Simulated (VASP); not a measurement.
# Si8NO14 (a cell with a defect) in VASP: single point with PBE+D3(BJ)

Aim: the single point of Si8NO14 (a cell with a defect) with PBE+D3(BJ).

Program: VASP 6.6.1. These are calculated values, not measurements. Logs are shortened: lines on timing, memory, paths and dates and some standing lists are left out, and cuts for length are marked.

**1. The cell of the first run**

The cell holds a defect, 23 atoms: a = 5.833 Å, b = 5.833 Å, c = 5.295 Å, α = 90.00°, β = 90.00°, γ = 90.00°.

**2. Single point, PBE+D3(BJ)**

INCAR reads:

```
  PREC = Accurate
  ENCUT = 520
  EDIFF = 1E-7
  ISMEAR = 0
  SIGMA = 0.02
  LREAL = Auto
  LASPH = True
  NELM = 100
  ALGO = Normal
  ISIF = 2
  LWAVE = False
  LCHARG = True
  GGA = PE
  IVDW = 12
  LELF = True
  LVHAR = True
  NELECT = 120.0
  NBANDS = 78
```

KPOINTS reads:

```
regular mesh
0
Gamma
  3 3 3
```

POSCAR reads:

```
Si8NO14
1.0
   -4.1246000000     -4.1246000000      0.0000000000
    4.1246000000     -4.1246000000      0.0000000000
    0.0000000000      0.0000000000      5.2948000000
Si O N
8 14 1
Direct
    0.4999236290      0.5006218785     -0.0003820730
   -0.0003002715      0.5006292731      0.2503594092
    0.4998956262      0.5006219997      0.5010774722
    0.0002373563      0.5006146051      0.7503718743
   -0.0019137613      0.0006472143      0.0333338370
    0.4997219124      0.0006434563      0.2503310795
   -0.0021633613      0.0006463657      0.4673413538
    0.4980379916      0.0006377588      0.7503476996
    0.1898542889      0.5006179993     -0.0095093299
   -0.0007176453      0.2068336324      0.2503503437
    0.8100922514      0.5006287882     -0.0100281408
   -0.0007051593      0.7944538864      0.2503497771
    0.1898715027      0.5006184842      0.5102294704
    0.8100703098      0.5006291519      0.5107452595
    0.6925817049      0.0006409106      0.0126203067
    0.5003965233      0.6903827038      0.2503361789
    0.3069504922      0.0006507298      0.0137969328
    0.5004077971      0.3108752364      0.2503363678
    0.6926140717      0.0006405470      0.4880741482
    0.4996479659      0.6961746594      0.7503505326
    0.3069205499      0.0006503661      0.4869052655
    0.4996581487      0.3050746739      0.7503503437
    0.0023051932      1.0006315764      0.7503301352
```

Potentials or basis: VASP PAW PBE potentials, release 64 (Si, O, N).

Run with:

```sh
> cat potpaw_PBE.64/Si/POTCAR potpaw_PBE.64/O/POTCAR potpaw_PBE.64/N/POTCAR > POTCAR
> mpirun -np 1 vasp_std > vasp.out
```

OUTCAR:

```text
PREC = Accurate
   ENCUT = 520
   EDIFF = 1E-7
   ISMEAR = 0
   LREAL = Auto
   LASPH = True
   NELM = 100
   ISIF = 2
   GGA = PE
   IVDW = 12
   NELECT = 120.0
 IVDW          = 12

 ion  position               nearest neighbor table
   1  0.500  0.501  1.000-  18 1.73  16 1.73  22 1.74  20 1.74   9 1.81  11 1.81   3 2.64   3 2.66

   2  1.000  0.501  0.250-  10 1.71  12 1.71   9 1.77  13 1.77  11 1.77  14 1.77   4 2.65   4 2.65
                             7 3.13   5 3.13   7 3.13   5 3.13
   3  0.500  0.501  0.501-  18 1.73  16 1.73  22 1.74  20 1.74  13 1.81  14 1.81   1 2.64   1 2.66

   4  0.000  0.501  0.750-  11 1.69   9 1.69  14 1.69  13 1.69   2 2.65   2 2.65
   5  0.998  0.001  0.033-  23 1.50  10 1.66  12 1.66  15 1.79  17 1.80   7 2.30   7 3.00   6 3.13
                             2 3.13   2 3.13   6 3.14
   6  0.500  0.001  0.250-  17 1.68  21 1.68  15 1.69  19 1.69  18 1.81  16 1.81   8 2.65   8 2.65
                             7 3.12   5 3.13   5 3.14   7 3.14
   7  0.998  0.001  0.467-  23 1.50  10 1.66  12 1.66  19 1.78  21 1.81   5 2.30   5 3.00   6 3.12
                             2 3.13   2 3.13   6 3.14
   8  0.498  0.001  0.750-  22 1.78  20 1.78  17 1.79  21 1.79  15 1.79  19 1.79   6 2.65   6 2.65

   9  0.190  0.501  0.990-   4 1.69   2 1.77   1 1.81
  10  0.999  0.207  0.250-   7 1.66   5 1.66   2 1.71
  11  0.810  0.501  0.990-   4 1.69   2 1.77   1 1.81
  12  0.999  0.794  0.250-   7 1.66   5 1.66   2 1.71
  13  0.190  0.501  0.510-   4 1.69   2 1.77   3 1.81
  14  0.810  0.501  0.511-   4 1.69   2 1.77   3 1.81
  15  0.693  0.001  0.013-   6 1.69   5 1.79   8 1.79
  16  0.500  0.690  0.250-   1 1.73   3 1.73   6 1.81
  17  0.307  0.001  0.014-   6 1.68   8 1.79   5 1.80
  18  0.500  0.311  0.250-   1 1.73   3 1.73   6 1.81
  19  0.693  0.001  0.488-   6 1.69   7 1.78   8 1.79
  20  0.500  0.696  0.750-   1 1.74   3 1.74   8 1.78
  21  0.307  0.001  0.487-   6 1.68   8 1.79   7 1.81
  22  0.500  0.305  0.750-   1 1.74   3 1.74   8 1.78
  23  0.002  0.001  0.750-   7 1.50   5 1.50

  LATTYP: Found a simple tetragonal cell.
 ALAT       =     5.8330652594
 C/A-ratio  =     0.9077217148

  Lattice vectors:

 A1 = (  -4.1246000000,  -4.1246000000,   0.0000000000)
 A2 = (   4.1246000000,  -4.1246000000,   0.0000000000)
 A3 = (   0.0000000000,   0.0000000000,   5.2948000000)

Analysis of symmetry for initial positions (statically):
=====================================================================
 Subroutine PRICEL returns:
 Original cell was already a primitive cell.

 Routine SETGRP: Setting up the symmetry group for a
 simple tetragonal supercell.

 Subroutine GETGRP returns: Found  1 space group operations
 (whereof  1 operations were pure point group operations)
 out of a pool of 16 trial point group operations.

The static configuration has the point symmetry C_1 .

Analysis of symmetry for dynamics (positions and initial velocities):
=====================================================================
 Subroutine PRICEL returns:
 Original cell was already a primitive cell.

 Routine SETGRP: Setting up the symmetry group for a
 simple tetragonal supercell.

 Subroutine GETGRP returns: Found  1 space group operations
 (whereof  1 operations were pure point group operations)
 out of a pool of 16 trial point group operations.

The dynamic configuration has the point symmetry C_1 .

 Subroutine INISYM returns: Found  1 space group operations
 (whereof  1 operations are pure point group operations),
 and found     1 'primitive' translations

----------------------------------------------------------------------------------------

                                     Primitive cell

  volume of cell :     180.1537

  direct lattice vectors                    reciprocal lattice vectors
    -4.124600000 -4.124600000  0.000000000    -0.121223876 -0.121223876  0.000000000
     4.124600000 -4.124600000  0.000000000     0.121223876 -0.121223876  0.000000000
     0.000000000  0.000000000  5.294800000     0.000000000  0.000000000  0.188864546

  length of vectors
     5.833065259  5.833065259  5.294800000     0.171436450  0.171436450  0.188864546

  position of ions in fractional coordinates (direct lattice)
     0.499923629  0.500621878  0.999617927
     0.999699728  0.500629273  0.250359409
     0.499895626  0.500622000  0.501077472
     0.000237356  0.500614605  0.750371874
     0.998086239  0.000647214  0.033333837
     0.499721912  0.000643456  0.250331080
[... 15 lines left out ...]
     0.499658149  0.305074674  0.750350344
     0.002305193  0.000631576  0.750330135

  ion indices of the primitive-cell ions
   primitive index   ion index
                 1           1
                 2           2
                 3           3
                 4           4
                 5           5
                 6           6
[... 15 lines left out ...]
                22          22
                23          23

----------------------------------------------------------------------------------------

 KPOINTS: regular mesh

Automatic generation of k-mesh.
 Grid dimensions read from file:
 generate k-points for:    3    3    3

 Generating k-lattice:

  Cartesian coordinates                     Fractional coordinates (reciprocal lattice)
    -0.040407959 -0.040407959  0.000000000     0.333333333  0.000000000  0.000000000
     0.040407959 -0.040407959  0.000000000     0.000000000  0.333333333  0.000000000
     0.000000000  0.000000000  0.062954849     0.000000000  0.000000000  0.333333333

  Length of vectors
     0.057145483  0.057145483  0.062954849

  Shift w.r.t. Gamma in fractional coordinates (k-lattice)
     0.000000000  0.000000000  0.000000000

 Subroutine IBZKPT returns following result:
 ===========================================

 Found     14 irreducible k-points:

 Following reciprocal coordinates:
            Coordinates               Weight
  0.000000  0.000000  0.000000      1.000000
  0.333333  0.000000  0.000000      2.000000
  0.000000  0.333333  0.000000      2.000000
  0.333333  0.333333  0.000000      2.000000
 -0.333333  0.333333  0.000000      2.000000
  0.000000  0.000000  0.333333      2.000000
  0.333333  0.000000  0.333333      2.000000
  0.000000  0.333333  0.333333      2.000000
 -0.333333  0.000000  0.333333      2.000000
  0.000000 -0.333333  0.333333      2.000000
  0.333333  0.333333  0.333333      2.000000
 -0.333333  0.333333  0.333333      2.000000
 -0.333333 -0.333333  0.333333      2.000000
  0.333333 -0.333333  0.333333      2.000000
   k-points           NKPTS =     14   k-points in BZ     NKDIM =     14   number of bands    NBANDS=     78
   number of dos      NEDOS =    301   number of ions     NIONS =     23
   total plane-waves  NPLWV =  92160
   dimension x,y,z NGX =    48 NGY =   48 NGZ =   40
   dimension x,y,z NGXF=    96 NGYF=   96 NGZF=   80
   ions per type =               8  14   1
   NGX,Y,Z   is equivalent  to a cutoff of  13.68, 13.68, 12.56 a.u.
   NGXF,Y,Z  is equivalent  to a cutoff of  27.36, 27.36, 25.12 a.u.
 SYSTEM =  unknown system
   PREC   = accura    normal or accurate (medium, high low for compatibility)
   ISTART =      0    job   : 0-new  1-cont  2-samecut
   ICHARG =      2    charge: 1-file 2-atom 10-const
   ISPIN  =      1    spin polarized calculation?
   LNONCOLLINEAR =      F non collinear calculations
   LSORBIT =      F    spin-orbit coupling
   LASPH  =      T    aspherical Exc in radial PAW
   ENCUT  =  520.0 eV  38.22 Ry    6.18 a.u.  10.85 10.85  9.84*2*pi/ulx,y,z
   NELM   =    100;   NELMIN=  2; NELMDL= -5     # of ELM steps
   EDIFF  = 0.1E-06   stopping-criterion for ELM
   LREAL  =      T    real-space projection
   EDIFFG = 0.1E-05   stopping-criterion for IOM
   NSW    =      0    number of steps for IOM
   IBRION =     -1    ionic relax: 0-MD 1-quasi-New 2-CG
   NFREE  =      0    steps in history (QN), initial steepest desc. (CG)
   ISIF   =      2    stress and relaxation
   ISYM   =      2    0-nonsym 1-usesym 2-fastsym
   POTIM  = 0.5000    time-step for ionic-motion
   TEBEG  =    0.0;   TEEND  =   0.0 temperature during run
   PSTRESS=    0.0 pullay stress
   NELECT =     120.0000    total number of electrons
   NUPDOWN=      -1.0000    fix difference up-down
   EMIN   =  10.00;   EMAX   =-10.00  energy-range for DOS
   EFERMI =   0.00;   METHOD = LEGACY
   ISMEAR =     0;   SIGMA  =   0.02  broadening in eV -4-tet -1-fermi 0-gaus
   EFERMI_NEDOS =   21; number of points for ismear=-14 and -15
   IALGO  =     38    algorithm
   IMIX   =      4    mixing-type and parameters
     AMIX     =   0.40;   BMIX     =  1.00
     AMIX_MAG =   1.60;   BMIX_MAG =  1.00
  volume/ion in A,a.u.               =       7.83        52.86
  Fermi-wavevector in a.u.,A,eV,Ry     =   1.429730  2.701799 27.812066  2.044129
  Thomas-Fermi vector in A             =   2.549652
   LORBIT       =      0    0 simple, 1 ext, 2 COOP (PROOUT), +10 PAW based schemes
   GGA     = PE    functional components
   LHFCALC =     F    Hartree Fock is set to
   AEXX    =    0.0000 exact exchange contribution
   IVDW    =    12    specifies the selected vdW correction
   LEPSILON=     F    determine dielectric tensor
   LRPA    =     F    only Hartree local field effects (RPA)
 non-spin polarized calculation
 Gauss-broadening in eV      SIGMA  =   0.02
  energy-cutoff  :      520.00
  volume of cell :      180.15
 maximum number of plane-waves:      4869
 NGX is ok and might be reduce to    48
   NGX = 21   NGY = 21   NGZ = 19

 number of electron     119.9999961 magnetization

 Free energy of the ion-electron system (eV)
  ---------------------------------------------------
  ext. energy  EPLUGINS =         0.00000000
  ---------------------------------------------------
  free energy    TOTEN  =      -179.59972315 eV

  energy without entropy =     -179.59972315  energy(sigma->0) =     -179.59972315

 E-fermi :  10.4673     XC(G=0): -12.1278

 val. band max:       10.3472297894   @ k =   0.0000   0.3333   0.3333
 cond. band min:      11.3445968984   @ k =   0.0000   0.0000   0.0000
 fundamental gap:      0.9973671090
 Fermi energy:        10.4673050900

 k-point     1 :       0.0000    0.0000    0.0000
  band No.  band energies     occupation
      1     -14.8950      2.00000
      2     -13.4139      2.00000
      3     -12.7667      2.00000
      4     -12.5533      2.00000
      5     -12.3944      2.00000
      6     -11.7619      2.00000
[... 64 lines left out ...]
     71      18.3083      0.00000
     72      18.4229      0.00000

 k-point     2 :       0.3333    0.0000    0.0000
  band No.  band energies     occupation
      1     -14.7144      2.00000
      2     -13.5413      2.00000
      3     -13.0845      2.00000
      4     -12.4921      2.00000
      5     -12.3870      2.00000
      6     -11.7885      2.00000
[... 64 lines left out ...]
     71      18.0012      0.00000
     72      18.2752      0.00000

 k-point     3 :       0.0000    0.3333    0.0000
  band No.  band energies     occupation
      1     -14.6506      2.00000
      2     -13.8855      2.00000
      3     -12.6846      2.00000
      4     -12.5436      2.00000
      5     -12.1560      2.00000
      6     -11.7490      2.00000
[... 814 lines left out ...]
     71      18.4686      0.00000
     72      18.7638      0.00000

 k-point    14 :       0.3333   -0.3333    0.3333
  band No.  band energies     occupation
      1     -14.2855      2.00000
      2     -13.6457      2.00000
      3     -13.1243      2.00000
      4     -12.8764      2.00000
      5     -12.1320      2.00000
      6     -12.0365      2.00000
[... 64 lines left out ...]
     71      18.4701      0.00000
     72      18.7643      0.00000
 [bands above 72 left out]

------------------------ aborting loop because EDIFF is reached ----------------------------------------

 Edisp (eV)   -5.78138

 E8    (eV) :    -2.0014

  FORCE on cell =-STRESS in cart. coord.  units (eV):
  Direction    XX          YY          ZZ          XY          YZ          ZX
  --------------------------------------------------------------------------------------
  -------------------------------------------------------------------------------------
  Total      11.56818    11.57225    39.51408     5.25017    -0.00148     0.00140
  in kB     102.88034   102.91654   351.41411    46.69183    -0.01313     0.01246
  external pressure =      185.74 kB  Pullay stress =        0.00 kB

 VOLUME and BASIS-vectors are now :
 -----------------------------------------------------------------------------
  energy-cutoff  :      520.00
  volume of cell :      180.15
      direct lattice vectors                 reciprocal lattice vectors
    -4.124600000 -4.124600000  0.000000000    -0.121223876 -0.121223876  0.000000000
     4.124600000 -4.124600000  0.000000000     0.121223876 -0.121223876  0.000000000
     0.000000000  0.000000000  5.294800000     0.000000000  0.000000000  0.188864546

 POSITION                                       TOTAL-FORCE (eV/Angst)
 -----------------------------------------------------------------------------------
      0.00288     -4.12685      5.29278        -0.001413     -0.002173     -0.021809
     -2.05847     -6.18826      1.32560        -0.004816     -0.007400      0.001135
      0.00300     -4.12673      2.65310        -0.001487     -0.003042      0.019616
      2.06386     -2.06581      3.97307        -0.000410      0.000893     -0.005386
     -4.11404     -4.11938      0.17650        -0.019940     -0.018767     -0.095917
     -2.05850     -2.06381      1.32545        -0.004954     -0.000874      0.007333
[... 15 lines left out ...]
     -0.80258     -3.31920      3.97295        -0.010930      0.014178     -0.000859
     -0.00690     -0.01211      3.97285         0.023438      0.022537      0.007756
 -----------------------------------------------------------------------------------
    total drift:                               -0.012723      0.001935      0.000372

  FREE ENERGIE OF THE ION-ELECTRON SYSTEM (eV)
  ---------------------------------------------------
  free  energy   TOTEN  =      -185.3811073413 eV

  energy  without entropy=     -185.3811073413  energy(sigma->0) =     -185.38110734
```

It took 3.7 min on 1 thread of Intel Xeon Platinum 8488C (Sapphire Rapids), shared host; peak memory 0.36 GiB.

Results:

- Free energy: -185.3811 eV
- Largest force: 0.101 eV/Å
- Dispersion energy per atom: -0.251 eV

Forces in eV/Å, atoms in the order of the input:
```
Si  -0.001 -0.002 -0.022
Si  -0.005 -0.007  0.001
Si  -0.001 -0.003  0.020
Si   0.000  0.001 -0.005
Si  -0.020 -0.019 -0.096
Si  -0.005 -0.001  0.007
Si  -0.027 -0.026  0.094
Si  -0.008 -0.005 -0.002
O   -0.031 -0.032  0.023
O    0.002  0.005 -0.001
O    0.035  0.034  0.025
O    0.003  0.005 -0.001
O   -0.026 -0.027 -0.024
O    0.031  0.029 -0.023
O   -0.022 -0.023  0.004
O    0.028 -0.026  0.001
O    0.032  0.032  0.000
O   -0.026  0.029  0.003
O   -0.012 -0.012 -0.007
O    0.016 -0.013 -0.001
O    0.025  0.025 -0.003
O   -0.011  0.014 -0.001
N    0.023  0.023  0.008
```

Caveat: the cell carries a net charge on a neutralising background, which shifts energy and pressure; the cell is charged against a uniform background, so pressure and absolute levels hang on convention.
